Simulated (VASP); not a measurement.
# Cl3Bi in VASP: further runs

Runs on Cl3Bi. Level: LDA. Tasks: single point.

Program: VASP 6.6.1. These are calculated values, not measurements. Logs are shortened: lines on timing, memory, paths and dates and some standing lists are left out, and cuts for length are marked.

## 1. The cell of the first run

The cell holds a molecule in a box, 4 atoms: a = 11.000 Å, b = 13.000 Å, c = 13.000 Å, α = 90.00°, β = 90.00°, γ = 90.00°.

## 2. Single point, LDA (last atom moved by 0.05 Å along z)

The input, INCAR:

```
GGA = CA
ISMEAR = 0
SIGMA = 0.03
LWAVE = F
LCHARG = F
ISIF = 0
PREC = Accurate
LASPH = T
LREAL = F
ALGO = Normal
EDIFF = 1E-6
NELM = 120
GGA_COMPAT = F
ENCUT = 340
EFERMI = MIDGAP
NELMDL = -8
NBANDS = 30
```

The input, KPOINTS:

```
k-points
0
Gamma
  1 1 1
```

The input, POSCAR:

```
BiCl3
1.0
   11.0000000000      0.0000000000      0.0000000000
    0.0000000000     13.0000000000      0.0000000000
    0.0000000000      0.0000000000     13.0000000000
Cl Bi
3 1
Direct
    0.5854136400      0.5554884600      0.6252730800
    0.5081954500      0.3648423100      0.4287038500
    0.4548681800      0.6383884600      0.3799576900
    0.4169500000      0.5120115400      0.5170730700
```

Potentials or basis: VASP PAW LDA potentials, release 64 (Cl, Bi_d).

On the command line:

```
$ cat potpaw_LDA.64/Cl/POTCAR potpaw_LDA.64/Bi_d/POTCAR > POTCAR
$ mpirun -np 1 vasp_gam > vasp.out
```

OUTCAR:

```text
GGA = CA
   ISMEAR = 0
   ISIF = 0
   PREC = Accurate
   LASPH = T
   LREAL = F
   EDIFF = 1E-6
   NELM = 120
   ENCUT = 340
   EFERMI = MIDGAP
   NELMDL = -8

 Found      1 irreducible k-points:

 Following reciprocal coordinates:
            Coordinates               Weight
  0.000000  0.000000  0.000000      1.000000
   k-points           NKPTS =      1   k-points in BZ     NKDIM =      1   number of bands    NBANDS=     30
   number of dos      NEDOS =    301   number of ions     NIONS =      4
   total plane-waves  NPLWV = 448000
   dimension x,y,z NGX =    70 NGY =   80 NGZ =   80
   dimension x,y,z NGXF=   140 NGYF=  160 NGZF=  160
   ions per type =               3   1
   NGX,Y,Z   is equivalent  to a cutoff of  10.58, 10.23, 10.23 a.u.
   NGXF,Y,Z  is equivalent  to a cutoff of  21.16, 20.46, 20.46 a.u.
 SYSTEM =  unknown system
   PREC   = accura    normal or accurate (medium, high low for compatibility)
   ISTART =      0    job   : 0-new  1-cont  2-samecut
   ICHARG =      2    charge: 1-file 2-atom 10-const
   ISPIN  =      1    spin polarized calculation?
   LNONCOLLINEAR =      F non collinear calculations
   LSORBIT =      F    spin-orbit coupling
   LASPH  =      T    aspherical Exc in radial PAW
   ENCUT  =  340.0 eV  24.99 Ry    5.00 a.u.  16.54 19.55 19.55*2*pi/ulx,y,z
   NELM   =    120;   NELMIN=  2; NELMDL= -8     # of ELM steps
   EDIFF  = 0.1E-05   stopping-criterion for ELM
   LREAL  =      F    real-space projection
   EDIFFG = 0.1E-04   stopping-criterion for IOM
   NSW    =      0    number of steps for IOM
   IBRION =     -1    ionic relax: 0-MD 1-quasi-New 2-CG
   NFREE  =      0    steps in history (QN), initial steepest desc. (CG)
   ISIF   =      0    stress and relaxation
   ISYM   =      2    0-nonsym 1-usesym 2-fastsym
   POTIM  = 0.5000    time-step for ionic-motion
   TEBEG  =    0.0;   TEEND  =   0.0 temperature during run

   SCALEE = 1.0000    scale energy and forces
   PSTRESS=    0.0 pullay stress
   NELECT =      36.0000    total number of electrons
   NUPDOWN=      -1.0000    fix difference up-down
   EMIN   =  10.00;   EMAX   =-10.00  energy-range for DOS
   EFERMI =   0.00;   METHOD = MIDGAP
   ISMEAR =     0;   SIGMA  =   0.03  broadening in eV -4-tet -1-fermi 0-gaus
   EFERMI_NEDOS =   21; number of points for ismear=-14 and -15
   IALGO  =     38    algorithm
   IMIX   =      4    mixing-type and parameters
     AMIX     =   0.40;   BMIX     =  1.00
     AMIX_MAG =   1.60;   BMIX_MAG =  1.00
  volume/ion in A,a.u.               =     464.75      3136.29
  Fermi-wavevector in a.u.,A,eV,Ry     =   0.439625  0.830771  2.629602  0.193270
  Thomas-Fermi vector in A             =   1.413823
   LORBIT       =      0    0 simple, 1 ext, 2 COOP (PROOUT), +10 PAW based schemes
   GGA     = CA    functional components
   LHFCALC =     F    Hartree Fock is set to
   AEXX    =    0.0000 exact exchange contribution
   IVDW    =     0    specifies the selected vdW correction
   LEPSILON=     F    determine dielectric tensor
   LRPA    =     F    only Hartree local field effects (RPA)

   CSHIFT  =0.1000    complex shift for real part using Kramers Kronig

   OMEGAMAX=  -1.0    maximum frequency
 non-spin polarized calculation
 Gauss-broadening in eV      SIGMA  =   0.03
  energy-cutoff  :      340.00
  volume of cell :     1859.00
 maximum number of plane-waves:     13233
 NGX is ok and might be reduce to    70
   NGX = 33   NGY = 39   NGZ = 39

 number of electron      36.0000009 magnetization

 Free energy of the ion-electron system (eV)
  ---------------------------------------------------
  ext. energy  EPLUGINS =         0.00000000
  ---------------------------------------------------
  free energy    TOTEN  =       -13.62319636 eV

  energy without entropy =      -13.62319636  energy(sigma->0) =      -13.62319636

 E-fermi :  -5.0462     XC(G=0):  -0.9927

 val. band max:       -7.2976536843   @ k =   0.0000   0.0000   0.0000
 cond. band min:      -2.7947880582   @ k =   0.0000   0.0000   0.0000
 fundamental gap:      4.5028656262
 Fermi energy:        -5.0462208713

 k-point     1 :       0.0000    0.0000    0.0000
  band No.  band energies     occupation
      1     -28.7965      2.00000
      2     -28.7688      2.00000
      3     -28.6649      2.00000
      4     -28.6630      2.00000
      5     -28.6505      2.00000
      6     -20.7498      2.00000
[... 22 lines left out ...]
     29       1.5051      0.00000
     30       1.6300      0.00000

------------------------ aborting loop because EDIFF is reached ----------------------------------------

 VOLUME and BASIS-vectors are now :
 -----------------------------------------------------------------------------
  energy-cutoff  :      340.00
  volume of cell :     1859.00
      direct lattice vectors                 reciprocal lattice vectors
    11.000000000  0.000000000  0.000000000     0.090909091  0.000000000  0.000000000
     0.000000000 13.000000000  0.000000000     0.000000000  0.076923077  0.000000000
     0.000000000  0.000000000 13.000000000     0.000000000  0.000000000  0.076923077

 POSITION                                       TOTAL-FORCE (eV/Angst)
 -----------------------------------------------------------------------------------
      6.43955      7.22135      8.12855         0.207374      0.056605      0.156625
      5.59015      4.74295      5.57315        -0.144369      0.248224      0.195018
      5.00355      8.29905      4.93945        -0.099910     -0.293738      0.364375
      4.58645      6.65615      6.72195         0.036905     -0.011091     -0.716018
 -----------------------------------------------------------------------------------
    total drift:                                0.001150     -0.000220      0.001894

  FREE ENERGIE OF THE ION-ELECTRON SYSTEM (eV)
  ---------------------------------------------------
  free  energy   TOTEN  =       -13.6231963633 eV

  energy  without entropy=      -13.6231963633  energy(sigma->0) =      -13.62319636
```

OSZICAR:

```text
N       E                     dE             d eps       ncg     rms          rms(c)
DAV:   1     0.306092150718E+03    0.30609E+03   -0.99244E+03    76   0.551E+02
DAV:   2     0.670627612356E+02   -0.23903E+03   -0.22895E+03    96   0.166E+02
DAV:   3    -0.108818047731E+02   -0.77945E+02   -0.77172E+02    88   0.777E+01
[... 20 lines left out ...]
DAV:  24    -0.136231856618E+02   -0.16055E-04   -0.62704E-07    50   0.248E-03    0.975E-04
DAV:  25    -0.136231903888E+02   -0.47270E-05   -0.17217E-07    56   0.165E-03    0.497E-04
DAV:  26    -0.136231940705E+02   -0.36817E-05   -0.98084E-08    44   0.118E-03    0.380E-04
DAV:  27    -0.136231958206E+02   -0.17501E-05   -0.59495E-08    50   0.903E-04    0.334E-04
DAV:  28    -0.136231963633E+02   -0.54272E-06   -0.18494E-08    44   0.662E-04
   1 F= -.13623196E+02 E0= -.13623196E+02  d E =0.000000E+00
```

stdout:

```text
POSCAR found type information on POSCAR ClBi
 POSCAR found :  2 types and       4 ions
 scaLAPACK will be used
 LDA part: xc-table for (Slater(with rela. corr.)+CA(PZ))
 , standard interpolation
 POSCAR, INCAR and KPOINTS ok, starting setup
 FFT: planning ... GRIDC
 FFT: planning ... GRID_SOFT
 FFT: planning ... GRID
 WAVECAR not read
 entering main loop
```

Wall time 48 s (1 thread of AMD EPYC 7R13 (Zen 3), shared host); peak memory 0.54 GiB.

What came out:

```
Free energy                     : -13.6232 eV
Largest force                   : 0.717 eV/Å
Gap between the frontier levels : 4.50 eV
```

Forces in eV/Å, atoms in the order of the input:
```
Cl   0.207  0.057  0.157
Cl  -0.144  0.248  0.195
Cl  -0.100 -0.294  0.364
Bi   0.037 -0.011 -0.716
```

Caveat: the cell differs from its parent crystal (last atom moved by 0.05 Å along z); spin-orbit coupling is left out, which moves the levels of the heavy elements.

## 3. Single point, LDA (last atom moved by 0.05 Å along z)

INCAR: that of step 2 with these lines changed.

```diff
@@ -13,5 +13,5 @@
 GGA_COMPAT = F
-ENCUT = 340
+ENCUT = 590
 EFERMI = MIDGAP
 NELMDL = -8
-NBANDS = 30
+NBANDS = 42
```

KPOINTS is that of step 2.

POSCAR is that of step 2.

Potentials or basis: VASP PAW LDA potentials, release 64 (Cl, Bi_d).

On the command line:

```
$ cat potpaw_LDA.64/Cl/POTCAR potpaw_LDA.64/Bi_d/POTCAR > POTCAR
$ mpirun -np 1 vasp_gam > vasp.out
```

Wall time 4.5 min (1 thread of AMD EPYC 7R13 (Zen 3), shared host); peak memory 1.1 GiB.

Results (log left out):

* Free energy: -13.6265 eV
* Largest force: 0.720 eV/Å
* Gap between the frontier levels: 4.50 eV

Forces in eV/Å, atoms in the order of the input:
```
Cl   0.206  0.055  0.156
Cl  -0.146  0.251  0.196
Cl  -0.100 -0.295  0.366
Bi   0.040 -0.012 -0.719
```

Levels at points of the mesh, in eV from the valence-band top:
```tsv
k point	band 16	band 17	band 18	band 19	band 20	band 21
(0.00, 0.00, 0.00)	-0.12	-0.01	0.00	4.50	4.65	4.83
```

Caveat: the cell differs from its parent crystal (last atom moved by 0.05 Å along z); spin-orbit coupling is left out, which moves the levels of the heavy elements.
